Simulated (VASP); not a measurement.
The system is MgO5.

```
Mg O
1.0
     0.00000    3.32510    3.32510
     3.32510    0.00000    3.32510
     3.32510    3.32510    0.00000
Mg O
1 5
Cartesian
  0.0000 0.0000 0.0000
  1.0325 1.0325 1.0325
  2.2926 2.2926 1.0325
  2.2926 1.0325 2.2926
  1.0325 2.2926 2.2926
  3.3251 3.3251 3.3251
```

The cell was built from a structure type or drawn by symmetry, and may not be a known phase.

* Program: VASP 6.6.1
* Task: relaxation of cell and atoms
* Functional: PBE
* Potentials or basis: VASP PAW PBE potentials, release 64 (Mg, O)
* Cutoff: 600 eV
* k mesh: 4 × 4 × 4
* Occupations: gaussian, width 0.1 eV
* Spin: collinear spin, ferromagnetic start
* Starting moments: [0.0, 1.0, 1.0, 1.0, 1.0, 1.0] μB

At the start: pressure 21.1 GPa; volume 12.25 Å³/atom.

Question: Where does the relaxation end?

Answer: Over 6 steps the energy falls by 182.6 meV/atom and the volume is 15.62 Å³/atom (+27.4 %); space group F-43m (No. 216, to 0.1 Å) before and after; moment 0.00 μB per cell.

The path:
| step | energy change (eV) | largest force (eV/Å) | pressure (GPa) | volume (Å³) |
| --- | --- | --- | --- | --- |
| 1 | 0.0000 | 0.1979 | 21.14 | 73.53 |
| 2 | -1.0722 | 0.5301 | 0.93 | 92.11 |
| 3 | -1.0749 | 0.5613 | 0.01 | 93.60 |
| 4 | -1.0750 | 0.5524 | 0.27 | 93.17 |
| 5 | -1.0912 | 0.2723 | 0.13 | 93.95 |
| 6 | -1.0957 | 0.0068 | 0.13 | 93.70 |

Final structure:
```
Mg O
1.0
     0.00000    3.60502    3.60502
     3.60502    0.00000    3.60502
     3.60502    3.60502    0.00000
Mg O
1 5
Direct
  0.00000 0.00000 0.00000
  0.15585 0.15585 0.15585
  0.15585 0.15585 0.53244
  0.15585 0.53244 0.15585
  0.53244 0.15585 0.15585
  0.50000 0.50000 0.50000
```

Caveat: the k points lie up to 0.38 Å⁻¹ apart in the final cell; the volume moved by over 15 % at a fixed basis, so the end points are rough.
